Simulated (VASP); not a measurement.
# Ti (I4/mmm) in VASP: notebook, part 2 of 2

VASP 6.6.1.

## (3) Single point, r2SCAN (strain +0.000 along x and y, -0.030 along z)

Input file POSCAR:

```
Ti
1.0
    0.0000000000      2.0300000000      1.9691000000
    2.0300000000      0.0000000000      1.9691000000
    2.0300000000      2.0300000000      0.0000000000
Ti
1
Direct
    0.0000000000      0.0000000000      0.0000000000
```

Input file INCAR.step1:

```
  ALGO = Normal
  EDIFF = 1E-4
  ENCUT = 520
  GGA = PE
  ISMEAR = 0
  LASPH = True
  LCHARG = False
  LREAL = False
  LWAVE = True
  NBANDS = 12
  NELM = 80
  PREC = Accurate
  SIGMA = 0.15
```

Input file INCAR.step2:

```
  ALGO = Normal
  EDIFF = 1E-6
  ENCUT = 520
  ISIF = 2
  ISMEAR = 0
  ISTART = 1
  LASPH = True
  LCHARG = False
  LMIXTAU = True
  LREAL = False
  LWAVE = False
  METAGGA = R2SCAN
  NBANDS = 12
  NELM = 80
  PREC = Accurate
  SIGMA = 0.15
```

Input file KPOINTS:

```
k-points
0
Gamma
  20 20 20
```

Potentials or basis: VASP PAW PBE potentials, release 64 (Ti_sv).

Launch:

```sh
$ cat potpaw_PBE.64/Ti_sv/POTCAR > POTCAR
$ cp INCAR.step1 INCAR
$ mpirun -np 1 vasp_std > vasp.out
$ cp INCAR.step2 INCAR
$ mpirun -np 1 vasp_std > vasp.out
```

OUTCAR:

```text
EDIFF = 1E-6
   ENCUT = 520
   ISIF = 2
   ISMEAR = 0
   ISTART = 1
   LASPH = True
   LREAL = False
   METAGGA = R2SCAN
   NELM = 80
   PREC = Accurate

 ion  position               nearest neighbor table
   1  0.000  0.000  0.000-

  LATTYP: Found a body centered tetragonal cell.
 ALAT       =     2.8708535316
 C/A-ratio  =     1.3717871555

  Lattice vectors:

 A1 = (   0.0000000000,  -2.0300000000,  -1.9691000000)
 A2 = (   0.0000000000,   2.0300000000,  -1.9691000000)
 A3 = (   2.0300000000,   0.0000000000,   1.9691000000)

Analysis of symmetry for initial positions (statically):
=====================================================================
 Subroutine PRICEL returns:
 Original cell was already a primitive cell.

 Routine SETGRP: Setting up the symmetry group for a
 body centered tetragonal supercell.

 Subroutine GETGRP returns: Found 16 space group operations
 (whereof 16 operations were pure point group operations)
 out of a pool of 16 trial point group operations.

The static configuration has the point symmetry D_4h.

Analysis of symmetry for dynamics (positions and initial velocities):
=====================================================================
 Subroutine PRICEL returns:
 Original cell was already a primitive cell.

 Routine SETGRP: Setting up the symmetry group for a
 body centered tetragonal supercell.

 Subroutine GETGRP returns: Found 16 space group operations
 (whereof 16 operations were pure point group operations)
 out of a pool of 16 trial point group operations.

The dynamic configuration has the point symmetry D_4h.

 Subroutine INISYM returns: Found 16 space group operations
 (whereof 16 operations are pure point group operations),
 and found     1 'primitive' translations

----------------------------------------------------------------------------------------

                                     Primitive cell

  volume of cell :      16.2289

[... 112 lines left out ...]
   LHFCALC =     F    Hartree Fock is set to
   AEXX    =    0.0000 exact exchange contribution
   IVDW    =     0    specifies the selected vdW correction
   LEPSILON=     F    determine dielectric tensor
   LRPA    =     F    only Hartree local field effects (RPA)
 non-spin polarized calculation
 Gauss-broadening in eV      SIGMA  =   0.15
  energy-cutoff  :      520.00
  volume of cell :       16.23
 maximum number of plane-waves:       452
 NGX is ok and might be reduce to    24
   NGX = 11   NGY = 11   NGZ = 11

 number of electron      12.0000000 magnetization

 Free energy of the ion-electron system (eV)
  ---------------------------------------------------
  ext. energy  EPLUGINS =         0.00000000
  ---------------------------------------------------
  free energy    TOTEN  =       -12.85502386 eV

  energy without entropy =      -12.83817318  energy(sigma->0) =      -12.84659852

 E-fermi :   8.9833     XC(G=0): -12.7632

 val. band max:        8.9830302799   @ k =  -0.3000   0.3000   0.0500
 cond. band min:       8.9841442377   @ k =  -0.1500   0.0000   0.1500
 fundamental gap:      0.0011139578
 Fermi energy:         8.9833243197

 k-point     1 :       0.0000    0.0000    0.0000
  band No.  band energies     occupation
      1     -49.9352      2.00000
      2     -24.6524      2.00000
      3     -24.6524      2.00000
      4     -24.6508      2.00000
      5       2.3680      2.00000
      6       9.9529      0.00000
      7       9.9529      0.00000
      8      10.2009      0.00000
      9      11.8425      0.00000
     10      12.1331      0.00000
     11      25.1471      0.00000
     12      30.0847      0.00000
[... 331 lines left out ...]
 k-point    24 :      -0.3500    0.0500    0.0000
  band No.  band energies     occupation
      1     -49.7926      2.00000
      2     -25.3732      2.00000
      3     -24.7520      2.00000
      4     -24.7516      2.00000
      5       5.7123      2.00000
      6       8.9930      0.92721
      7      10.0088      0.00000
      8      10.1797      0.00000
      9      12.5344      0.00000
     10      12.9108      0.00000
     11      20.1731      0.00000
     12      25.0849      0.00000

 [... further k-points ...]

------------------------ aborting loop because EDIFF is reached ----------------------------------------

  FORCE on cell =-STRESS in cart. coord.  units (eV):
  Direction    XX          YY          ZZ          XY          YZ          ZX
  --------------------------------------------------------------------------------------
  -------------------------------------------------------------------------------------
  Total        0.8647584      0.8647584      0.9657274      0.0000000     -0.0000000     -0.0000000
  in kB       85.3720106     85.3720106     95.3400268      0.0000000     -0.0000000     -0.0000000
  external PRESSURE =      88.6946827 kB  Pullay stress =       0.0000000 kB

 VOLUME and BASIS-vectors are now :
 -----------------------------------------------------------------------------
  energy-cutoff  :      520.00
  volume of cell :       16.23
      direct lattice vectors                 reciprocal lattice vectors
     0.000000000  2.030000000  1.969100000    -0.246305419  0.246305419  0.253923112
     2.030000000  0.000000000  1.969100000     0.246305419 -0.246305419  0.253923112
     2.030000000  2.030000000  0.000000000     0.246305419  0.246305419 -0.253923112

 POSITION                                       TOTAL-FORCE (eV/Angst)
 -----------------------------------------------------------------------------------
      0.00000      0.00000      0.00000         0.000000     -0.000000      0.000000
 -----------------------------------------------------------------------------------
    total drift:                                0.000000      0.000000      0.000000

  FREE ENERGIE OF THE ION-ELECTRON SYSTEM (eV)
  ---------------------------------------------------
  free  energy   TOTEN  =       -12.8550238628 eV

  energy  without entropy=      -12.8381731806  energy(sigma->0) =      -12.84659852
```

OSZICAR.step1:

```text
N       E                     dE             d eps       ncg     rms          rms(c)
DAV:   1     0.868249478751E+02    0.86825E+02   -0.65490E+03 15436   0.122E+03
DAV:   2    -0.438997615759E+01   -0.91215E+02   -0.88647E+02 15640   0.299E+02
DAV:   3    -0.856255655689E+01   -0.41726E+01   -0.41290E+01 20912   0.652E+01
DAV:   4    -0.866150071339E+01   -0.98944E-01   -0.98829E-01 17628   0.868E+00
DAV:   5    -0.866396561743E+01   -0.24649E-02   -0.24648E-02 18244   0.119E+00    0.890E+00
DAV:   6    -0.775607640268E+01    0.90789E+00   -0.18445E+00 16904   0.207E+01    0.245E+00
DAV:   7    -0.774657583375E+01    0.95006E-02   -0.10535E-01 18716   0.390E+00    0.135E+00
DAV:   8    -0.775920386132E+01   -0.12628E-01   -0.42089E-02 15912   0.248E+00    0.154E-01
DAV:   9    -0.775947028200E+01   -0.26642E-03   -0.43464E-03 19180   0.721E-01    0.959E-02
DAV:  10    -0.775954679450E+01   -0.76512E-04   -0.26587E-04 16348   0.185E-01
   1 F= -.77595468E+01 E0= -.77504376E+01  d E =-.182183E-01
```

It took 2.5 min on 1 thread of Intel Xeon 6975P-C (Granite Rapids), shared host; peak memory 0.24 GiB.

What came out:

```
Free energy            : -12.8550 eV
Pressure               : 8.9 GPa
Band gap on the k mesh : zero (bands 6 and 7 overlap by 1.53 eV)
```

Stress tensor (GPa, compression positive):
```
8.54 0.00 0.00
0.00 8.54 0.00
0.00 0.00 9.53
```

Caveat: the cell differs from its parent crystal (strain +0.000 along x and y, -0.030 along z); the cell stands under pressure; the PAW data sets were made with another functional, which shifts forces and pressure a little.

## (4) Single point, r2SCAN (strain -0.015 along x and y, +0.000 along z)

Input file POSCAR:

```
Ti
1.0
    0.0000000000      1.9995500000      2.0300000000
    1.9995500000      0.0000000000      2.0300000000
    1.9995500000      1.9995500000      0.0000000000
Ti
1
Direct
    0.0000000000      0.0000000000      0.0000000000
```

Input file INCAR.step1:

```
PREC     = Accurate       # precision mode
ENCUT    = 520            # plane-wave cutoff, eV
ISMEAR   = 0              # smearing method
SIGMA    = 0.15           # smearing width, eV
LREAL    = F              # projectors in reciprocal space
LASPH    = T              # aspherical terms in the spheres
NELM     = 80             # most SCF steps
NBANDS   = 12             # bands
GGA      = PE             # functional
ALGO     = Normal         # electronic algorithm
EDIFF    = 1E-4           # SCF threshold, eV
LWAVE    = T              # write WAVECAR
LCHARG   = F              # write CHGCAR
```

Input file INCAR.step2:

```
PREC     = Accurate       # precision mode
ENCUT    = 520            # plane-wave cutoff, eV
EDIFF    = 1E-7           # SCF threshold, eV
ISMEAR   = 0              # smearing method
SIGMA    = 0.15           # smearing width, eV
LREAL    = F              # projectors in reciprocal space
LASPH    = T              # aspherical terms in the spheres
NELM     = 80             # most SCF steps
ALGO     = Normal         # electronic algorithm
ISIF     = 2              # what is computed and relaxed
LWAVE    = F              # write WAVECAR
LCHARG   = F              # write CHGCAR
METAGGA  = R2SCAN         # meta-GGA
LMIXTAU  = T            
NBANDS   = 12             # bands
ISTART   = 1
```

Input file KPOINTS:

```
regular mesh
0
Gamma
  20 20 20
```

Potentials or basis: VASP PAW PBE potentials, release 64 (Ti_sv).

Launch:

```sh
$ cat potpaw_PBE.64/Ti_sv/POTCAR > POTCAR
$ cp INCAR.step1 INCAR
$ mpirun -np 1 vasp_std > vasp.out
$ cp INCAR.step2 INCAR
$ mpirun -np 1 vasp_std > vasp.out
```

OUTCAR:

```text
PREC = Accurate
   ENCUT = 520
   EDIFF = 1E-7
   ISMEAR = 0
   LREAL = F
   LASPH = T
   NELM = 80
   ISIF = 2
   METAGGA = R2SCAN
   ISTART = 1

 ion  position               nearest neighbor table
   1  0.000  0.000  0.000-

  LATTYP: Found a body centered tetragonal cell.
 ALAT       =     2.8277907286
 C/A-ratio  =     1.4357498095

  Lattice vectors:

 A1 = (  -1.9995500000,   0.0000000000,   2.0300000000)
 A2 = (   1.9995500000,   0.0000000000,   2.0300000000)
 A3 = (   0.0000000000,   1.9995500000,  -2.0300000000)

Analysis of symmetry for initial positions (statically):
=====================================================================
 Subroutine PRICEL returns:
 Original cell was already a primitive cell.

 Routine SETGRP: Setting up the symmetry group for a
 body centered tetragonal supercell.

 Subroutine GETGRP returns: Found 16 space group operations
 (whereof 16 operations were pure point group operations)
 out of a pool of 16 trial point group operations.

The static configuration has the point symmetry D_4h.

Analysis of symmetry for dynamics (positions and initial velocities):
=====================================================================
 Subroutine PRICEL returns:
 Original cell was already a primitive cell.

 Routine SETGRP: Setting up the symmetry group for a
 body centered tetragonal supercell.

 Subroutine GETGRP returns: Found 16 space group operations
 (whereof 16 operations were pure point group operations)
 out of a pool of 16 trial point group operations.

The dynamic configuration has the point symmetry D_4h.

 Subroutine INISYM returns: Found 16 space group operations
 (whereof 16 operations are pure point group operations),
 and found     1 'primitive' translations

----------------------------------------------------------------------------------------
[... 116 lines left out ...]
   METAGGA = R2SCAN    functional components
   LHFCALC =     F    Hartree Fock is set to
   AEXX    =    0.0000 exact exchange contribution
   IVDW    =     0    specifies the selected vdW correction
   LEPSILON=     F    determine dielectric tensor
   LRPA    =     F    only Hartree local field effects (RPA)
 non-spin polarized calculation
 Gauss-broadening in eV      SIGMA  =   0.15
  energy-cutoff  :      520.00
  volume of cell :       16.23
 maximum number of plane-waves:       449
 NGX is ok and might be reduce to    24
   NGX = 11   NGY = 11   NGZ = 11

 number of electron      12.0000000 magnetization

 Free energy of the ion-electron system (eV)
  ---------------------------------------------------
  ext. energy  EPLUGINS =         0.00000000
  ---------------------------------------------------
  free energy    TOTEN  =       -12.85602309 eV

  energy without entropy =      -12.83944838  energy(sigma->0) =      -12.84773574

 E-fermi :   8.9820     XC(G=0): -12.7623

 val. band max:        8.9819883629   @ k =  -0.4500   0.2500   0.2000
 cond. band min:       8.9835950553   @ k =  -0.3500   0.0500   0.0000
 fundamental gap:      0.0016066923
 Fermi energy:         8.9820362433

 k-point     1 :       0.0000    0.0000    0.0000
  band No.  band energies     occupation
      1     -49.9377      2.00000
      2     -24.6556      2.00000
      3     -24.6545      2.00000
      4     -24.6545      2.00000
      5       2.3654      2.00000
      6       9.9439      0.00000
      7      10.0718      0.00000
      8      10.0718      0.00000
      9      11.9150      0.00000
     10      12.0657      0.00000
     11      25.1303      0.00000
     12      30.0845      0.00000
[... 331 lines left out ...]
 k-point    24 :      -0.3500    0.0500    0.0000
  band No.  band energies     occupation
      1     -49.7945      2.00000
      2     -25.3821      2.00000
      3     -24.7748      2.00000
      4     -24.7324      2.00000
      5       5.7272      2.00000
      6       8.9836      0.98827
      7       9.9759      0.00000
      8      10.2130      0.00000
      9      12.4992      0.00000
     10      12.9648      0.00000
     11      20.1154      0.00000
     12      25.0127      0.00000

 [... further k-points ...]

------------------------ aborting loop because EDIFF is reached ----------------------------------------

  FORCE on cell =-STRESS in cart. coord.  units (eV):
  Direction    XX          YY          ZZ          XY          YZ          ZX
  --------------------------------------------------------------------------------------
  -------------------------------------------------------------------------------------
  Total        0.9149299      0.9149299      0.8638755      0.0000000      0.0000000     -0.0000000
  in kB       90.3041707     90.3041707     85.2650725      0.0000000      0.0000000     -0.0000000
  external PRESSURE =      88.6244713 kB  Pullay stress =       0.0000000 kB

 VOLUME and BASIS-vectors are now :
 -----------------------------------------------------------------------------
  energy-cutoff  :      520.00
  volume of cell :       16.23
      direct lattice vectors                 reciprocal lattice vectors
     0.000000000  1.999550000  2.030000000    -0.250056263  0.250056263  0.246305419
     1.999550000  0.000000000  2.030000000     0.250056263 -0.250056263  0.246305419
     1.999550000  1.999550000  0.000000000     0.250056263  0.250056263 -0.246305419

 POSITION                                       TOTAL-FORCE (eV/Angst)
 -----------------------------------------------------------------------------------
      0.00000      0.00000      0.00000         0.000000      0.000000      0.000000
 -----------------------------------------------------------------------------------
    total drift:                                0.000000     -0.000000     -0.000000

  FREE ENERGIE OF THE ION-ELECTRON SYSTEM (eV)
  ---------------------------------------------------
  free  energy   TOTEN  =       -12.8560230894 eV

  energy  without entropy=      -12.8394483829  energy(sigma->0) =      -12.84773574
```

OSZICAR.step1:

```text
N       E                     dE             d eps       ncg     rms          rms(c)
DAV:   1     0.871399714857E+02    0.87140E+02   -0.65640E+03 15440   0.122E+03
DAV:   2    -0.442533093000E+01   -0.91565E+02   -0.89063E+02 15680   0.298E+02
DAV:   3    -0.856335539709E+01   -0.41380E+01   -0.40954E+01 20844   0.653E+01
DAV:   4    -0.866236540129E+01   -0.99010E-01   -0.98909E-01 17604   0.873E+00
DAV:   5    -0.866472343842E+01   -0.23580E-02   -0.23579E-02 18304   0.120E+00    0.889E+00
DAV:   6    -0.775713562100E+01    0.90759E+00   -0.18483E+00 16912   0.206E+01    0.245E+00
DAV:   7    -0.774760732412E+01    0.95283E-02   -0.10733E-01 18812   0.392E+00    0.135E+00
DAV:   8    -0.776025113051E+01   -0.12644E-01   -0.42365E-02 15932   0.250E+00    0.157E-01
DAV:   9    -0.776050061609E+01   -0.24949E-03   -0.43877E-03 19156   0.729E-01    0.961E-02
DAV:  10    -0.776057748598E+01   -0.76870E-04   -0.26642E-04 16340   0.185E-01
   1 F= -.77605775E+01 E0= -.77515893E+01  d E =-.179764E-01
```

It took 2.8 min on 1 thread of Intel Xeon 6975P-C (Granite Rapids), shared host; peak memory 0.24 GiB.

Results:

```
Free energy            : -12.8560 eV
Pressure               : 8.9 GPa
Band gap on the k mesh : zero (bands 6 and 7 overlap by 1.47 eV)
```

Stress tensor (GPa, compression positive):
```
9.03 0.00 0.00
0.00 9.03 0.00
0.00 0.00 8.53
```

Levels at points of the mesh, in eV from the Fermi level:
| k point | band 4 | band 5 | band 6 | band 7 | band 8 | band 9 |
| --- | --- | --- | --- | --- | --- | --- |
| (0.00, 0.00, 0.00) | -33.64 | -6.62 | 0.96 | 1.09 | 1.09 | 2.93 |
| (0.50, 0.00, 0.00) | -33.74 | -2.87 | 0.64 | 0.88 | 1.03 | 4.12 |
| (0.50, 0.50, 0.00) | -33.92 | -2.91 | -1.95 | 2.94 | 4.21 | 4.41 |
| (0.50, 0.00, 0.50) | -33.93 | -2.92 | -1.99 | 3.26 | 4.20 | 4.37 |

Caveat: the cell differs from its parent crystal (strain -0.015 along x and y, +0.000 along z); the cell stands under pressure; the PAW data sets were made with another functional, which shifts forces and pressure a little.

## (5) Overview

| cell | gap on the mesh (eV) | pressure (GPa) |
| --- | --- | --- |
| a = 2.872, b = 2.872, c = 2.785 Å, angles 61.0, 61.0, 58.0°, 1 atom | none | 8.9 |
| a = 2.828, b = 2.828, c = 2.871 Å, angles 59.5, 59.5, 61.0°, 1 atom | none | 8.9 |
| a = 2.849, b = 2.849, c = 2.828 Å, angles 60.3, 60.3, 59.5°, 1 atom | none | 8.9 |

Alike in all rows: task single point; level r2SCAN; potentials or basis VASP PAW PBE potentials, release 64 (Ti_sv); no spin polarisation; k mesh 20 × 20 × 20; cutoff (eV) 520; smearing gaussian 0.15 eV.

Caveats: the cell stands under pressure; the PAW data sets were made with another functional, which shifts forces and pressure a little.

Total energies depend on the potentials used, so only differences within one code and one set of settings carry meaning.
